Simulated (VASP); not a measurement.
# MoS2 (R3m) in VASP: notebook

Runs on MoS2. Level: LDA. Tasks: single point.

Everything below comes from runs of VASP 6.6.1. Logs are shortened: lines on timing, memory, paths and dates and some standing lists are left out, and cuts for length are marked.

**1. The cell of the first run**

It takes space group R3m (No. 160, trigonal). The conventional cell has a = 3.195 Å, b = 3.195 Å, c = 18.370 Å, α = 90.00°, β = 90.00°, γ = 120.00°. Within 3.1 Å of Mo (site symmetry 3m) lie 6 S at 2.38 Å. Within 3.1 Å of S (site symmetry 3m) lie 3 Mo at 2.38 Å and 1 S at 3.00 Å. S (site symmetry 3m) has 3 Mo at 2.38 Å and 1 S at 3.00 Å within 3.1 Å.

**2. Single point, LDA (equal xx and yy strain of +1 %)**

The input, INCAR:

```
  PREC = Accurate
  ENCUT = 520
  EDIFF = 1E-6
  ISMEAR = -1
  SIGMA = 0.05
  LREAL = F
  LASPH = T
  NELM = 60
  ALGO = Normal
  ISIF = 2
  LWAVE = F
  LCHARG = F
  NBANDS = 20
```

The input, KPOINTS:

```
Automatic mesh
0
Gamma
  15 15 15
```

The input, POSCAR:

```
MoS2
1.0
    1.5973153604      0.9222104533      6.1233300000
   -1.5973153604      0.9222104533      6.1233300000
    0.0000000000     -1.8444209065      6.1233300000
Mo S
1 2
Direct
    0.0000000000      0.0000000000      0.0000000000
    0.7484000000      0.7484000000      0.7484000000
    0.5849000000      0.5849000000      0.5849000000
```

Potentials or basis: VASP PAW LDA potentials, release 64 (Mo_sv, S).

Started as:

```console
$ cat potpaw_LDA.64/Mo_sv/POTCAR potpaw_LDA.64/S/POTCAR > POTCAR
$ mpirun -np 1 vasp_std > vasp.out
```

OUTCAR:

```text
PREC = Accurate
   ENCUT = 520
   EDIFF = 1E-6
   ISMEAR = -1
   LREAL = F
   LASPH = T
   NELM = 60
   ISIF = 2

 ion  position               nearest neighbor table
   1  0.000  0.000  0.000-   2 2.38   2 2.38   2 2.38   3 2.38   3 2.38   3 2.38
   2  0.748  0.748  0.748-   1 2.38   1 2.38   1 2.38
   3  0.585  0.585  0.585-   1 2.38   1 2.38   1 2.38

  LATTYP: Found a trigonal (rhomboedric) cell.
 ALAT       =     6.3950808259
 COS(alpha) =     0.8752273911

  Lattice vectors:

 A1 = (   1.5973153604,   0.9222104533,   6.1233300000)
 A2 = (  -1.5973153604,   0.9222104533,   6.1233300000)
 A3 = (   0.0000000000,  -1.8444209065,   6.1233300000)

Analysis of symmetry for initial positions (statically):
=====================================================================
 Subroutine PRICEL returns:
 Original cell was already a primitive cell.

 Routine SETGRP: Setting up the symmetry group for a
 trigonal (rhombohedral) supercell.

 Subroutine GETGRP returns: Found  6 space group operations
 (whereof  6 operations were pure point group operations)
 out of a pool of 12 trial point group operations.

The static configuration has the point symmetry C_3v.

Analysis of symmetry for dynamics (positions and initial velocities):
=====================================================================
 Subroutine PRICEL returns:
 Original cell was already a primitive cell.

 Routine SETGRP: Setting up the symmetry group for a
 trigonal (rhombohedral) supercell.

 Subroutine GETGRP returns: Found  6 space group operations
 (whereof  6 operations were pure point group operations)
 out of a pool of 12 trial point group operations.

The dynamic configuration has the point symmetry C_3v.

 Subroutine INISYM returns: Found  6 space group operations
 (whereof  6 operations are pure point group operations),
 and found     1 'primitive' translations

----------------------------------------------------------------------------------------

                                     Primitive cell

  volume of cell :      54.1202

  direct lattice vectors                    reciprocal lattice vectors
     1.597315360  0.922210453  6.123330000     0.313025225  0.180725198  0.054436611
    -1.597315360  0.922210453  6.123330000    -0.313025225  0.180725198  0.054436611
     0.000000000 -1.844420906  6.123330000     0.000000000 -0.361450396  0.054436611

  length of vectors
     6.395080826  6.395080826  6.395080826     0.365526652  0.365526652  0.365526652

  position of ions in fractional coordinates (direct lattice)
     0.000000000  0.000000000  0.000000000
     0.748400000  0.748400000  0.748400000
     0.584900000  0.584900000  0.584900000

  ion indices of the primitive-cell ions
   primitive index   ion index
                 1           1
                 2           2
                 3           3

----------------------------------------------------------------------------------------

 KPOINTS: Automatic mesh

Automatic generation of k-mesh.
 Grid dimensions read from file:
 generate k-points for:   15   15   15

 Generating k-lattice:

  Cartesian coordinates                     Fractional coordinates (reciprocal lattice)
     0.020868348  0.012048347  0.003629107     0.066666667  0.000000000 -0.000000000
    -0.020868348  0.012048347  0.003629107     0.000000000  0.066666667 -0.000000000
     0.000000000 -0.024096693  0.003629107    -0.000000000 -0.000000000  0.066666667

  Length of vectors
     0.024368443  0.024368443  0.024368443

  Shift w.r.t. Gamma in fractional coordinates (k-lattice)
     0.000000000  0.000000000  0.000000000

 Subroutine IBZKPT returns following result:
 ===========================================

 Found    344 irreducible k-points:

 Following reciprocal coordinates:
            Coordinates               Weight
  0.000000  0.000000  0.000000      1.000000
  0.066667 -0.000000 -0.000000      6.000000
  0.133333 -0.000000  0.000000      6.000000
  0.200000  0.000000 -0.000000      6.000000
  0.266667 -0.000000  0.000000      6.000000
  0.333333  0.000000 -0.000000      6.000000
[... 16 lines left out ...]
  0.133333  0.133333 -0.000000      6.000000
  0.200000  0.133333 -0.000000     12.000000
 [... further k-points ...]
   k-points           NKPTS =    344   k-points in BZ     NKDIM =    344   number of bands    NBANDS=     20
   number of dos      NEDOS =    301   number of ions     NIONS =      3
   total plane-waves  NPLWV = 110592
   dimension x,y,z NGX =    48 NGY =   48 NGZ =   48
   dimension x,y,z NGXF=    96 NGYF=   96 NGZF=   96
   ions per type =               1   2
   NGX,Y,Z   is equivalent  to a cutoff of  12.48, 12.48, 12.48 a.u.
   NGXF,Y,Z  is equivalent  to a cutoff of  24.96, 24.96, 24.96 a.u.
 SYSTEM =  unknown system
   PREC   = accura    normal or accurate (medium, high low for compatibility)
   ISTART =      0    job   : 0-new  1-cont  2-samecut
   ICHARG =      2    charge: 1-file 2-atom 10-const
[... 75 lines left out ...]
      2     -28.2971      2.00000
      3     -28.1248      2.00000
      4     -28.1117      2.00000
      5      -7.6833      2.00000
      6      -5.8944      2.00000
[... 12 lines left out ...]
     19      15.4784      0.00000
     20      15.5720      0.00000

 k-point     3 :       0.1333   -0.0000    0.0000
  band No.  band energies     occupation
      1     -53.9426      2.00000
      2     -28.2877      2.00000
      3     -28.1725      2.00000
      4     -28.1224      2.00000
      5      -7.4858      2.00000
      6      -5.8446      2.00000
[... 12 lines left out ...]
     19      15.6117      0.00000
     20      16.1745      0.00000

 k-point     4 :       0.2000    0.0000   -0.0000
  band No.  band energies     occupation
      1     -53.9357      2.00000
      2     -28.2738      2.00000
      3     -28.2421      2.00000
      4     -28.1383      2.00000
      5      -7.1798      2.00000
      6      -5.7671      2.00000
[... 12 lines left out ...]
     19      15.7508      0.00000
     20      16.1357      0.00000

 k-point     5 :       0.2667   -0.0000    0.0000
  band No.  band energies     occupation
      1     -53.9279      2.00000
      2     -28.3210      2.00000
      3     -28.2578      2.00000
      4     -28.1564      2.00000
      5      -6.8008      2.00000
      6      -5.6718      2.00000
[... 12 lines left out ...]
     19      15.2227      0.00000
     20      15.8492      0.00000

 k-point     6 :       0.3333    0.0000   -0.0000
  band No.  band energies     occupation
      1     -53.9204      2.00000
      2     -28.3956      2.00000
      3     -28.2424      2.00000
      4     -28.1737      2.00000
      5      -6.4019      2.00000
      6      -5.5736      2.00000
[... 12 lines left out ...]
     19      14.5045      0.00000
     20      15.1130      0.00000

 k-point     7 :       0.4000   -0.0000   -0.0000
  band No.  band energies     occupation
      1     -53.9145      2.00000
      2     -28.4532      2.00000
      3     -28.2303      2.00000
      4     -28.1872      2.00000
      5      -6.0559      2.00000
      6      -5.4923      2.00000
[... 12 lines left out ...]
     19      14.2208      0.00000
     20      14.7745      0.00000
[... 277 lines left out ...]
 k-point    20 :      -0.2000    0.0667   -0.0000
  band No.  band energies     occupation
      1     -53.9310      2.00000
      2     -28.2860      2.00000
      3     -28.2641      2.00000
      4     -28.1533      2.00000
      5      -6.9614      2.00000
      6      -5.6993      2.00000
[... 12 lines left out ...]
     19      15.5972      0.00000
     20      16.1779      0.00000

 k-point    21 :      -0.1333    0.0667    0.0000
  band No.  band energies     occupation
      1     -53.9383      2.00000
      2     -28.2791      2.00000
      3     -28.2137      2.00000
      4     -28.1343      2.00000
      5      -7.3032      2.00000
      6      -5.7884      2.00000
[... 12 lines left out ...]
     19      15.7099      0.00000
     20      16.2572      0.00000

 k-point    22 :      -0.0667    0.0667    0.0000
  band No.  band energies     occupation
      1     -53.9441      2.00000
      2     -28.2908      2.00000
      3     -28.1566      2.00000
      4     -28.1195      2.00000
      5      -7.5530      2.00000
      6      -5.8560      2.00000
[... 12 lines left out ...]
     19      15.5898      0.00000
     20      16.0192      0.00000

 k-point    23 :       0.1333    0.1333   -0.0000
  band No.  band energies     occupation
      1     -53.9426      2.00000
      2     -28.2877      2.00000
      3     -28.1725      2.00000
      4     -28.1224      2.00000
      5      -7.4758      2.00000
      6      -5.8637      2.00000
[... 12 lines left out ...]
     19      15.6659      0.00000
     20      16.1875      0.00000

 k-point    24 :       0.2000    0.1333   -0.0000
  band No.  band energies     occupation
      1     -53.9383      2.00000
      2     -28.2791      2.00000
      3     -28.2137      2.00000
      4     -28.1343      2.00000
      5      -7.2838      2.00000
      6      -5.8232      2.00000
[... 12 lines left out ...]
     19      15.7709      0.00000
     20      16.2374      0.00000

 [... further k-points ...]
[... 5 lines left out ...]
  --------------------------------------------------------------------------------------
  -------------------------------------------------------------------------------------
  Total       -1.4512153     -1.4512153      1.3708742      0.0000000      0.0000000      0.0000000
  in kB      -42.9618348    -42.9618348     40.5834124      0.0000000      0.0000000      0.0000000
  external PRESSURE =     -15.1134191 kB  Pullay stress =       0.0000000 kB

 VOLUME and BASIS-vectors are now :
 -----------------------------------------------------------------------------
  energy-cutoff  :      520.00
  volume of cell :       54.12
      direct lattice vectors                 reciprocal lattice vectors
     1.597315360  0.922210453  6.123330000     0.313025225  0.180725198  0.054436611
    -1.597315360  0.922210453  6.123330000    -0.313025225  0.180725198  0.054436611
     0.000000000 -1.844420906  6.123330000     0.000000000 -0.361450396  0.054436611

 POSITION                                       TOTAL-FORCE (eV/Angst)
 -----------------------------------------------------------------------------------
      0.00000      0.00000      0.00000         0.000000     -0.000000     -0.002657
      0.00000      0.00000     13.74810         0.000000      0.000000      0.612818
      0.00000      0.00000     10.74461         0.000000     -0.000000     -0.610162
 -----------------------------------------------------------------------------------
    total drift:                                0.000000      0.000000      0.000001

  FREE ENERGIE OF THE ION-ELECTRON SYSTEM (eV)
  ---------------------------------------------------
  free  energy   TOTEN  =       -24.4109054293 eV

  energy  without entropy=      -24.4108733816  energy(sigma->0) =      -24.41088941
```

It took 13 min on 1 thread of AMD EPYC 9R45 (Zen 5), shared host; peak memory 0.47 GiB.

Results:

```yaml
Free_energy: -24.4109 eV
Pressure: -1.5 GPa
Largest_force: 0.613 eV/Å
Band_gap_on_the_k_mesh: 0.50 eV, indirect (least direct gap 1.54 eV)
```

Forces in eV/Å, atoms in the order of the input:
```
Mo   0.000  0.000 -0.003
S    0.000  0.000  0.613
S    0.000  0.000 -0.610
```

Caveat: the cell differs from its parent crystal (equal xx and yy strain of +1 %).

**3. Single point, LDA (zz strain of -2 %)**

The input, INCAR:

```
  PREC = Accurate
  ENCUT = 520
  EDIFF = 1E-6
  ISMEAR = -1
  SIGMA = 0.05
  LREAL = False
  LASPH = True
  NELM = 80
  ALGO = Normal
  ISIF = 2
  LWAVE = False
  LCHARG = False
  NBANDS = 20
```

KPOINTS is that of step 2.

The input, POSCAR:

```
MoS2
1.0
    1.5815003568      0.9130796567      6.0008634000
   -1.5815003568      0.9130796567      6.0008634000
    0.0000000000     -1.8261593134      6.0008634000
Mo S
1 2
Direct
    0.0000000000      0.0000000000      0.0000000000
    0.7484000000      0.7484000000      0.7484000000
    0.5849000000      0.5849000000      0.5849000000
```

Potentials or basis: VASP PAW LDA potentials, release 64 (Mo_sv, S).

Started as:

```console
$ cat potpaw_LDA.64/Mo_sv/POTCAR potpaw_LDA.64/S/POTCAR > POTCAR
$ mpirun -np 1 vasp_std > vasp.out
```

Run time: 24 min. Hardware: 1 thread of Oxide Virtual Turin-like, shared host; peak memory 0.46 GiB.

It converged, with:

| Quantity | Value |
| --- | --- |
| Free energy | -24.3650 eV |
| Pressure | 5.2 GPa |
| Largest force | 1.501 eV/Å |
| Band gap on the k mesh | 0.33 eV, indirect (least direct gap 1.57 eV) |

Forces on the atoms (eV/Å):
```
Mo   0.000  0.000 -0.003
S    0.000  0.000  1.501
S    0.000  0.000 -1.498
```

Stress tensor (GPa, compression positive):
```
 1.51  0.00  0.00
 0.00  1.51  0.00
 0.00  0.00 12.58
```

Levels at points of the mesh, in eV from the valence-band top:
```tsv
k point	band 11	band 12	band 13	band 14	band 15	band 16
(0.00, 0.00, 0.00)	-2.98	-1.31	-1.27	1.71	1.71	2.35
```

Caveat: the cell differs from its parent crystal (zz strain of -2 %); forces of over 1 eV/Å act on the atoms, so gaps and moduli don't describe the material at rest. A k mesh can miss the band edges.

**4. Single point, LDA (zz strain of -1 %)**

The input, INCAR:

```
SYSTEM = MoS2
PREC = Accurate ; ENCUT = 520
EDIFF = 1E-7 ; ISMEAR = -1
SIGMA = 0.05 ; LREAL = .False.
LASPH = .True. ; NELM = 60
ALGO = Normal ; ISIF = 2
LWAVE = .False. ; LCHARG = .True.
GGA = CA ; LELF = .True.
LVHAR = .True. ; NBANDS = 20
```

The input, KPOINTS:

```
regular mesh
0
Gamma
  15 15 15
  0 0 0
```

The input, POSCAR:

```
MoS2
1.0
    1.5815003568      0.9130796567      6.0620967000
   -1.5815003568      0.9130796567      6.0620967000
    0.0000000000     -1.8261593134      6.0620967000
Mo S
1 2
Direct
    0.0000000000      0.0000000000      0.0000000000
    0.7484000000      0.7484000000      0.7484000000
    0.5849000000      0.5849000000      0.5849000000
```

Started as:

```console
$ cat potpaw_LDA.64/Mo_sv/POTCAR potpaw_LDA.64/S/POTCAR > POTCAR
$ mpirun -np 1 vasp_std > vasp.out
```

It took 24 min on 1 thread of Oxide Virtual Turin-like, shared host; peak memory 0.47 GiB.

The run converged. Its results:

```yaml
Free_energy: -24.4016 eV
Pressure: 3.3 GPa
Largest_force: 1.164 eV/Å
Band_gap_on_the_k_mesh: 0.48 eV, indirect (least direct gap 1.60 eV)
```

Forces on the atoms (eV/Å):
```
Mo   0.000  0.000 -0.003
S    0.000  0.000  1.164
S    0.000  0.000 -1.161
```

Stress tensor (GPa, compression positive):
```
0.28 0.00 0.00
0.00 0.28 0.00
0.00 0.00 9.38
```

Levels at points of the mesh, in eV from the valence-band top:
| k point | band 10 | band 11 | band 12 | band 13 | band 14 | band 15 | band 16 | band 17 |
| --- | --- | --- | --- | --- | --- | --- | --- | --- |
| (0.00, 0.00, 0.00) | -2.82 | -2.82 | -1.30 | -1.26 | 1.80 | 1.80 | 2.38 | 2.38 |

Caveat: the cell differs from its parent crystal (zz strain of -1 %); forces of over 1 eV/Å act on the atoms, so gaps and moduli don't describe the material at rest. A k mesh can miss the band edges.

**5. Single point, LDA (zz strain of +1 %)**

The input, INCAR:

```
PREC     = Accurate       # precision mode
ENCUT    = 520            # plane-wave cutoff, eV
EDIFF    = 1E-6           # SCF threshold, eV
ISMEAR   = -1             # smearing method
SIGMA    = 0.05           # smearing width, eV
LREAL    = False          # projectors in reciprocal space
LASPH    = True           # aspherical terms in the spheres
NELM     = 80             # most SCF steps
ALGO     = Normal         # electronic algorithm
ISIF     = 2              # what is computed and relaxed
LWAVE    = False          # write WAVECAR
LCHARG   = False          # write CHGCAR
NBANDS   = 20             # bands
```

The input, KPOINTS:

```
Automatic mesh
0
Gamma
  15 15 15
```

The input, POSCAR:

```
MoS2
1.0
    1.5815003568      0.9130796567      6.1845633000
   -1.5815003568      0.9130796567      6.1845633000
    0.0000000000     -1.8261593134      6.1845633000
Mo S
1 2
Direct
    0.0000000000      0.0000000000      0.0000000000
    0.7484000000      0.7484000000      0.7484000000
    0.5849000000      0.5849000000      0.5849000000
```

Started as:

```console
$ cat potpaw_LDA.64/Mo_sv/POTCAR potpaw_LDA.64/S/POTCAR > POTCAR
$ mpirun -np 1 vasp_std > vasp.out
```

Run time: 21 min. Hardware: 1 thread of Oxide Virtual Turin-like, shared host; peak memory 0.47 GiB.

It converged, with:

```
Free energy            : -24.4440 eV
Pressure               : -0.2 GPa
Largest force          : 0.524 eV/Å
Band gap on the k mesh : 0.77 eV, indirect (least direct gap 1.66 eV)
```

Forces in eV/Å, atoms in the order of the input:
```
Mo   0.000  0.000 -0.002
S    0.000  0.000  0.524
S    0.000  0.000 -0.521
```

Stress tensor (GPa, compression positive):
```
-1.94  0.00  0.00
 0.00 -1.94  0.00
 0.00  0.00  3.35
```

Levels at points of the mesh, in eV from the valence-band top:
```csv
k point,band 11,band 12,band 13,band 14,band 15,band 16
"(0.00, 0.00, 0.00)",-2.51,-1.31,-1.18,1.97,1.97,2.45
```

Caveat: the cell differs from its parent crystal (zz strain of +1 %).

**6. Summary**

| cell | gap on the mesh (eV) | pressure (GPa) | largest force (eV/Å) |
| --- | --- | --- | --- |
| a = 6.395 Å, angles 28.9°, 3 atoms | 0.50 | -1.5 | 0.61 |
| a = 6.273 Å, angles 29.2°, 3 atoms | 0.33 | 5.2 | 1.50 |
| a = 6.331 Å, angles 28.9°, 3 atoms | 0.48 | 3.3 | 1.16 |
| a = 6.449 Å, angles 28.4°, 3 atoms | 0.77 | -0.2 | 0.52 |

Alike in all rows: task single point; level LDA; potentials or basis VASP PAW LDA potentials, release 64 (Mo_sv, S); no spin polarisation; k mesh 15 × 15 × 15; cutoff (eV) 520; smearing fermi-dirac 0.05 eV.

Caveats: forces of over 1 eV/Å act on the atoms, so gaps and moduli don't describe the material at rest (some runs).

Total energies depend on the potentials used, so only differences within one code and one set of settings carry meaning.
